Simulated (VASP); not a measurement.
# Os in VASP: settings compared

The runs below take Os through single point, with PBEsol+D3(BJ)+U, PBE.

Everything below comes from runs of VASP 6.6.1. Logs are shortened: lines on timing, memory, paths and dates and some standing lists are left out, and cuts for length are marked.

**1. The cell of the first run**

The typed cell holds 1 atom: a = 2.745 Å, b = 2.738 Å, c = 2.701 Å, α = 60.41°, β = 61.18°, γ = 61.81°.

**2. Single point, PBEsol+D3(BJ)+U (the cell strained at random)**

The input, INCAR:

```
SYSTEM = Os
ALGO = Normal
EDIFF = 1E-7
ENCUT = 520
GGA = PS
ISIF = 2
ISMEAR = -1
IVDW = 12
LASPH = .TRUE.
LCHARG = .FALSE.
LDAU = .TRUE.
LDAUJ = 0
LDAUL = 2
LDAUPRINT = 1
LDAUTYPE = 2
LDAUU = 3
LMAXMIX = 4
LREAL = .FALSE.
LWAVE = .FALSE.
NBANDS = 10
NELM = 150
PREC = Accurate
SIGMA = 0.05
```

The input, KPOINTS:

```
k-points
0
G
  9 9 9
  0 0 0
```

The input, POSCAR:

```
Os
1.0
   -0.0525720000      1.9437170000      1.9376940000
    1.9482710000     -0.0376220000      1.9227440000
    1.9198500000      1.9003460000     -0.0092000000
Os
1
Direct
    0.0003050000      0.0045110000     -0.0191350000
```

Potentials or basis: VASP PAW PBE potentials, release 64 (Os).

On the command line:

```console
> cat potpaw_PBE.64/Os/POTCAR > POTCAR
> mpirun -np 1 vasp_std > vasp.out
```

OUTCAR:

```text
SYSTEM = Os
   EDIFF = 1E-7
   ENCUT = 520
   GGA = PS
   ISIF = 2
   ISMEAR = -1
   IVDW = 12
   LASPH = .TRUE.
   LREAL = .FALSE.
   NELM = 150
   PREC = Accurate
 IVDW          = 12

 ion  position               nearest neighbor table
   1  0.000  0.005  0.981-

  LATTYP: Found a triclinic cell.
 ALAT       =     2.7013373692
 B/A-ratio  =     1.0130507770
 C/A-ratio  =     1.0161925101
 COS(alpha) =     0.0033065320
 COS(beta)  =     0.4821028434
 COS(gamma) =     0.4932080175

  Lattice vectors:

 A1 = (   1.9198500000,   1.9003460000,  -0.0092000000)
 A2 = (  -0.0284210000,   1.9379680000,  -1.9319440000)
 A3 = (  -0.0525720000,   1.9437170000,   1.9376940000)

Analysis of symmetry for initial positions (statically):
=====================================================================
 Subroutine PRICEL returns:
 Original cell was already a primitive cell.

 Routine SETGRP: Setting up the symmetry group for a
 triclinic supercell.

 Subroutine GETGRP returns: Found  2 space group operations
 (whereof  1 operations were pure point group operations)
 out of a pool of  2 trial point group operations.

The static configuration has the point symmetry C_1 .
 The point group associated with its full space group is S_2 .

Analysis of symmetry for dynamics (positions and initial velocities):
=====================================================================
 Subroutine PRICEL returns:
 Original cell was already a primitive cell.

 Routine SETGRP: Setting up the symmetry group for a
 triclinic supercell.

 Subroutine GETGRP returns: Found  2 space group operations
 (whereof  1 operations were pure point group operations)
 out of a pool of  2 trial point group operations.

The dynamic configuration has the point symmetry C_1 .
 The point group associated with its full space group is S_2 .

 Subroutine INISYM returns: Found  2 space group operations
 (whereof  1 operations are pure point group operations),
 and found     1 'primitive' translations

----------------------------------------------------------------------------------------

                                     Primitive cell

  volume of cell :      14.7160

  direct lattice vectors                    reciprocal lattice vectors
    -0.052572000  1.943717000  1.937694000    -0.248270009  0.252059867  0.256498137
     1.948271000 -0.037622000  1.922744000     0.251439253 -0.252759379  0.260366893
     1.919850000  1.900346000 -0.009200000     0.258914053  0.263403422 -0.257197514

  length of vectors
     2.745078802  2.737539003  2.701337369     0.436993670  0.441474711  0.450076005

  position of ions in fractional coordinates (direct lattice)
     0.000305000  0.004511000  0.980865000

  ion indices of the primitive-cell ions
   primitive index   ion index
                 1           1

----------------------------------------------------------------------------------------

 KPOINTS: k-points

Automatic generation of k-mesh.
 Grid dimensions read from file:
 generate k-points for:    9    9    9

 Generating k-lattice:

  Cartesian coordinates                     Fractional coordinates (reciprocal lattice)
    -0.027585557  0.028006652  0.028499793     0.111111111 -0.000000000 -0.000000000
     0.027937695 -0.028084375  0.028929655     0.000000000  0.111111111  0.000000000
     0.028768228  0.029267047 -0.028577502     0.000000000  0.000000000  0.111111111

  Length of vectors
     0.048554852  0.049052746  0.050008445

  Shift w.r.t. Gamma in fractional coordinates (k-lattice)
     0.000000000  0.000000000  0.000000000

 Subroutine IBZKPT returns following result:
 ===========================================

 Found    365 irreducible k-points:

 Following reciprocal coordinates:
            Coordinates               Weight
  0.000000  0.000000  0.000000      1.000000
  0.111111  0.000000 -0.000000      2.000000
  0.222222  0.000000 -0.000000      2.000000
  0.333333  0.000000 -0.000000      2.000000
  0.444444  0.000000 -0.000000      2.000000
  0.000000  0.111111 -0.000000      2.000000
[... 16 lines left out ...]
 -0.111111  0.222222  0.000000      2.000000
  0.000000  0.333333 -0.000000      2.000000
 [... further k-points ...]
   k-points           NKPTS =    365   k-points in BZ     NKDIM =    365   number of bands    NBANDS=     10
   number of dos      NEDOS =    301   number of ions     NIONS =      1
   total plane-waves  NPLWV =   8000
   dimension x,y,z NGX =    20 NGY =   20 NGZ =   20
   dimension x,y,z NGXF=    40 NGYF=   40 NGZF=   40
   ions per type =               1
   NGX,Y,Z   is equivalent  to a cutoff of  12.11, 12.15, 12.31 a.u.
   NGXF,Y,Z  is equivalent  to a cutoff of  24.22, 24.29, 24.62 a.u.
 SYSTEM =  Os
   PREC   = accura    normal or accurate (medium, high low for compatibility)
   ISTART =      0    job   : 0-new  1-cont  2-samecut
   ICHARG =      2    charge: 1-file 2-atom 10-const
   ISPIN  =      1    spin polarized calculation?
   LNONCOLLINEAR =      F non collinear calculations
   LSORBIT =      F    spin-orbit coupling
   LASPH  =      T    aspherical Exc in radial PAW
   ENCUT  =  520.0 eV  38.22 Ry    6.18 a.u.   5.10  5.09  5.02*2*pi/ulx,y,z
   NELM   =    150;   NELMIN=  2; NELMDL= -5     # of ELM steps
   EDIFF  = 0.1E-06   stopping-criterion for ELM
   LREAL  =      F    real-space projection
   EDIFFG = 0.1E-05   stopping-criterion for IOM
   NSW    =      0    number of steps for IOM
   IBRION =     -1    ionic relax: 0-MD 1-quasi-New 2-CG
   NFREE  =      0    steps in history (QN), initial steepest desc. (CG)
   ISIF   =      2    stress and relaxation
   ISYM   =      2    0-nonsym 1-usesym 2-fastsym
   POTIM  = 0.5000    time-step for ionic-motion
   TEBEG  =    0.0;   TEEND  =   0.0 temperature during run
   PSTRESS=    0.0 pullay stress
   NELECT =       8.0000    total number of electrons
   NUPDOWN=      -1.0000    fix difference up-down
   EMIN   =  10.00;   EMAX   =-10.00  energy-range for DOS
   EFERMI =   0.00;   METHOD = LEGACY
   ISMEAR =    -1;   SIGMA  =   0.05  broadening in eV -4-tet -1-fermi 0-gaus
   EFERMI_NEDOS =   21; number of points for ismear=-14 and -15
   IALGO  =     38    algorithm
   IMIX   =      4    mixing-type and parameters
     AMIX     =   0.40;   BMIX     =  1.00
     AMIX_MAG =   1.60;   BMIX_MAG =  1.00
  volume/ion in A,a.u.               =      14.72        99.31
  Fermi-wavevector in a.u.,A,eV,Ry     =   1.336109  2.524880 24.288950  1.785187
  Thomas-Fermi vector in A             =   2.464761
   LORBIT       =      0    0 simple, 1 ext, 2 COOP (PROOUT), +10 PAW based schemes
 LDA+U is selected, type is set to LDAUTYPE =  2
   angular momentum for each species LDAUL =     2
   U (eV)           for each species LDAUU =   3.0
   J (eV)           for each species LDAUJ =   0.0
   GGA     = PS    functional components
   LHFCALC =     F    Hartree Fock is set to
   AEXX    =    0.0000 exact exchange contribution
   IVDW    =    12    specifies the selected vdW correction
   LEPSILON=     F    determine dielectric tensor
   LRPA    =     F    only Hartree local field effects (RPA)
 non-spin polarized calculation
  energy-cutoff  :      520.00
  volume of cell :       14.72
 maximum number of plane-waves:       406
   NGX = 11   NGY = 11   NGZ =  9

atom =   1  type =  1  l = 2

 onsite density matrix

spin component  1

  0.5917  0.0012 -0.0090 -0.0005 -0.0005
  0.0012  0.5977 -0.0008  0.0044  0.0009
 -0.0090 -0.0008  0.6634  0.0015 -0.0026
 -0.0005  0.0044  0.0015  0.5927  0.0025
 -0.0005  0.0009 -0.0026  0.0025  0.6674

spin component  2

  0.5917  0.0012 -0.0090 -0.0005 -0.0005
  0.0012  0.5977 -0.0008  0.0044  0.0009
 -0.0090 -0.0008  0.6634  0.0015 -0.0026
 -0.0005  0.0044  0.0015  0.5927  0.0025
 -0.0005  0.0009 -0.0026  0.0025  0.6674

 occupancies and eigenvectors

  o =  0.5895  v =  0.6109 -0.4352  0.0567  0.6588 -0.0102  0.0000  0.0000  0.0000  0.0000  0.0000      0.0000  0.0000  0.0000  0.0000  0.0000  0.0000  0.0000  0.0000  0.0000  0.0000
  o =  0.5895  v =  0.0000  0.0000  0.0000  0.0000  0.0000  0.6109 -0.4352  0.0567  0.6588 -0.0102      0.0000  0.0000  0.0000  0.0000  0.0000  0.0000  0.0000  0.0000  0.0000  0.0000
  o =  0.5911  v =  0.0000  0.0000  0.0000  0.0000  0.0000  0.7767  0.2400  0.1122 -0.5710  0.0241      0.0000  0.0000  0.0000  0.0000  0.0000  0.0000  0.0000  0.0000  0.0000  0.0000
  o =  0.5911  v =  0.7767  0.2400  0.1122 -0.5710  0.0241  0.0000  0.0000  0.0000  0.0000  0.0000      0.0000  0.0000  0.0000  0.0000  0.0000  0.0000  0.0000  0.0000  0.0000  0.0000
  o =  0.6002  v =  0.0901  0.8675  0.0110  0.4882 -0.0285  0.0000  0.0000  0.0000  0.0000  0.0000      0.0000  0.0000  0.0000  0.0000  0.0000  0.0000  0.0000  0.0000  0.0000  0.0000
  o =  0.6002  v =  0.0000  0.0000  0.0000  0.0000  0.0000  0.0901  0.8675  0.0110  0.4882 -0.0285      0.0000  0.0000  0.0000  0.0000  0.0000  0.0000  0.0000  0.0000  0.0000  0.0000
  o =  0.6632  v = -0.1124 -0.0031  0.8603  0.0358  0.4959  0.0000  0.0000  0.0000  0.0000  0.0000      0.0000  0.0000  0.0000  0.0000  0.0000  0.0000  0.0000  0.0000  0.0000  0.0000
  o =  0.6632  v =  0.0000  0.0000  0.0000  0.0000  0.0000 -0.1124 -0.0031  0.8603  0.0358  0.4959      0.0000  0.0000  0.0000  0.0000  0.0000  0.0000  0.0000  0.0000  0.0000  0.0000
  o =  0.6689  v =  0.0000  0.0000  0.0000  0.0000  0.0000  0.0528  0.0185 -0.4938  0.0192  0.8675      0.0000  0.0000  0.0000  0.0000  0.0000  0.0000  0.0000  0.0000  0.0000  0.0000
  o =  0.6689  v =  0.0528  0.0185 -0.4938  0.0192  0.8675  0.0000  0.0000  0.0000  0.0000  0.0000      0.0000  0.0000  0.0000  0.0000  0.0000  0.0000  0.0000  0.0000  0.0000  0.0000

 number of electron       8.0000000 magnetization

 Free energy of the ion-electron system (eV)
  ---------------------------------------------------
  ext. energy  EPLUGINS =         0.00000000
  ---------------------------------------------------
  free energy    TOTEN  =        -8.48341693 eV

  energy without entropy =       -8.47855052  energy(sigma->0) =       -8.48098373

 E-fermi :   8.2227     XC(G=0): -13.8523

 val. band max:        8.2054602763   @ k =   0.0000   0.2222  -0.0000
 cond. band min:       8.2228964992   @ k =   0.2222   0.0000  -0.0000
 fundamental gap:      0.0174362230
 Fermi energy:         8.2226992015

 k-point     1 :       0.0000    0.0000    0.0000
  band No.  band energies     occupation
      1      -2.0023      2.00000
      2       4.9984      2.00000
      3       5.4224      2.00000
      4       5.7179      2.00000
      5       7.9557      1.99045
      6       8.1945      1.27436
      7      22.6859      0.00000
      8      27.4927      0.00000
      9      28.4496      0.00000
     10      28.8419      0.00000

 k-point     2 :       0.1111    0.0000   -0.0000
  band No.  band energies     occupation
      1      -1.4934      2.00000
      2       4.8238      2.00000
      3       5.5257      2.00000
      4       5.8912      2.00000
      5       7.8996      1.99688
      6       8.0998      1.84232
      7      23.5495      0.00000
      8      25.7202      0.00000
      9      29.2033      0.00000
     10      29.6550      0.00000

 k-point     3 :       0.2222    0.0000   -0.0000
  band No.  band energies     occupation
      1      -0.2417      2.00000
      2       4.5961      2.00000
      3       5.6227      2.00000
      4       6.0100      2.00000
      5       8.2229      0.99803
      6       8.2785      0.49338
      7      22.8811      0.00000
      8      25.0816      0.00000
      9      31.5782      0.00000
     10      31.9569      0.00000

 k-point     4 :       0.3333    0.0000   -0.0000
  band No.  band energies     occupation
      1       0.7398      2.00000
      2       5.3324      2.00000
      3       5.5034      2.00000
      4       5.7075      2.00000
      5       9.1275      0.00000
      6       9.3395      0.00000
      7      19.8505      0.00000
      8      24.0330      0.00000
      9      31.1574      0.00000
     10      31.7937      0.00000
[... 222 lines left out ...]
 k-point    22 :      -0.2222    0.2222   -0.0000
  band No.  band energies     occupation
      1       2.0198      2.00000
      2       4.1805      2.00000
      3       4.6408      2.00000
      4       6.9465      2.00000
      5       7.7384      1.99988
      6      11.0619      0.00000
      7      21.2963      0.00000
      8      24.6802      0.00000
      9      26.7361      0.00000
     10      30.3002      0.00000

 k-point    23 :      -0.1111    0.2222    0.0000
  band No.  band energies     occupation
      1       0.6521      2.00000
      2       4.3955      2.00000
      3       5.2902      2.00000
      4       6.4387      2.00000
      5       7.6862      1.99996
      6       9.4658      0.00000
      7      22.4495      0.00000
      8      25.6928      0.00000
      9      28.8103      0.00000
     10      30.2691      0.00000

 k-point    24 :       0.0000    0.3333   -0.0000
  band No.  band energies     occupation
      1       0.7962      2.00000
      2       5.1995      2.00000
      3       5.5828      2.00000
      4       5.8326      2.00000
      5       9.0384      0.00000
      6       9.3493      0.00000
      7      20.0581      0.00000
      8      24.0783      0.00000
      9      30.8741      0.00000
     10      31.8424      0.00000

 [... further k-points ...]

------------------------ aborting loop because EDIFF is reached ----------------------------------------

 Edisp (eV)   -0.63452

 E8    (eV) :    -0.4529

  FORCE on cell =-STRESS in cart. coord.  units (eV):
  Direction    XX          YY          ZZ          XY          YZ          ZX
  --------------------------------------------------------------------------------------
  -------------------------------------------------------------------------------------
  Total      -3.24481    -2.91945    -2.90825     1.07851    -0.06807     0.31548
  in kB    -353.27317  -317.85060  -316.63098   117.42110    -7.41149    34.34792
  external pressure =     -329.25 kB  Pullay stress =        0.00 kB

 VOLUME and BASIS-vectors are now :
 -----------------------------------------------------------------------------
  energy-cutoff  :      520.00
  volume of cell :       14.72
      direct lattice vectors                 reciprocal lattice vectors
    -0.052572000  1.943717000  1.937694000    -0.248270009  0.252059867  0.256498137
     1.948271000 -0.037622000  1.922744000     0.251439253 -0.252759379  0.260366893
     1.919850000  1.900346000 -0.009200000     0.258914053  0.263403422 -0.257197514

 POSITION                                       TOTAL-FORCE (eV/Angst)
 -----------------------------------------------------------------------------------
      1.89189      1.86441      0.00024         0.000000      0.000000     -0.000000
 -----------------------------------------------------------------------------------
    total drift:                               -0.000001     -0.000002      0.000001

  FREE ENERGIE OF THE ION-ELECTRON SYSTEM (eV)
  ---------------------------------------------------
  free  energy   TOTEN  =        -9.1179403614 eV

  energy  without entropy=       -9.1130739495  energy(sigma->0) =       -9.11550716
```

It took 22 s on 1 thread of Intel Xeon 6975P-C (Granite Rapids), shared host; peak memory 0.18 GiB.

Results:

```yaml
Free_energy: -9.1179 eV
Pressure: -32.9 GPa
Band_gap_on_the_k_mesh: zero (band 4 reaches 10.17 eV, above the bottom of band 5 at 7.02 eV)
Dispersion_energy_per_atom: -0.635 eV
```

Levels at points of the mesh, in eV from the Fermi level:
| k point | band 1 | band 2 | band 3 | band 4 | band 5 | band 6 | band 7 | band 8 | band 9 |
| --- | --- | --- | --- | --- | --- | --- | --- | --- | --- |
| (0.00, 0.00, 0.00) | -10.22 | -3.22 | -2.80 | -2.50 | -0.27 | -0.03 | 14.46 | 19.27 | 20.23 |

Eigenvalues of the final occupation matrices:
```csv
site,spin,trace,eigenvalues
site 1 d,1,3.11,0.59 0.59 0.60 0.66 0.67
site 1 d,2,3.11,0.59 0.59 0.60 0.66 0.67
```

Caveat: the cell differs from its parent crystal (the cell strained at random); the PAW data sets were made with another functional, which shifts forces and pressure a little; spin-orbit coupling is left out, which moves the levels of the heavy elements; U without spin polarisation on a metal has little footing; pairwise dispersion overbinds metals, which lowers pressure and volume; the U is typed as a test and isn't derived for this compound.

**3. Single point, PBE**

This run uses another cell than the first one, of 14.32 Å³/atom, 0.973 times its volume.

The input, INCAR:

```
ALGO = Normal
EDIFF = 1E-7
ENCUT = 520
GGA = PE
ISIF = 2
ISMEAR = -1
LASPH = True
LCHARG = True
LELF = True
LREAL = False
LVHAR = True
LWAVE = False
NBANDS = 10
NELM = 100
PREC = Accurate
SIGMA = 0.05
```

The input, KPOINTS:

```
k-points
0
Gamma
  12 12 12
```

The input, POSCAR:

```
Os
1.0
    0.0000000000      1.9273160535      1.9273160535
    1.9273160535      0.0000000000      1.9273160535
    1.9273160535      1.9273160535      0.0000000000
Os
1
Direct
    0.0000000000      0.0000000000      0.0000000000
```

Potentials or basis: VASP PAW PBE potentials, release 64 (Os).

On the command line:

```console
> cat potpaw_PBE.64/Os/POTCAR > POTCAR
> mpirun -np 1 vasp_std > vasp.out
```

It took 12 s on 1 thread of AMD EPYC 7R13, shared host; peak memory 0.1 GiB.

Results (log left out):

```yaml
Free_energy: -11.1320 eV
Pressure: -0.1 GPa
Band_gap_on_the_k_mesh: zero (band 4 reaches 11.34 eV, above the bottom of band 5 at 7.65 eV)
```

Levels at points of the mesh, in eV from the Fermi level:
```tsv
k point	band 2	band 3	band 4	band 5	band 6	band 7
(0.00, 0.00, 0.00)	-2.97	-2.97	-2.97	-0.03	-0.03	14.19
(0.50, 0.00, 0.00)	-3.13	-3.13	-0.29	2.30	2.30	8.66
(0.50, 0.50, 0.00)	-6.74	2.23	2.26	2.97	2.97	11.86
```

Caveat: spin-orbit coupling is left out, which moves the levels of the heavy elements.
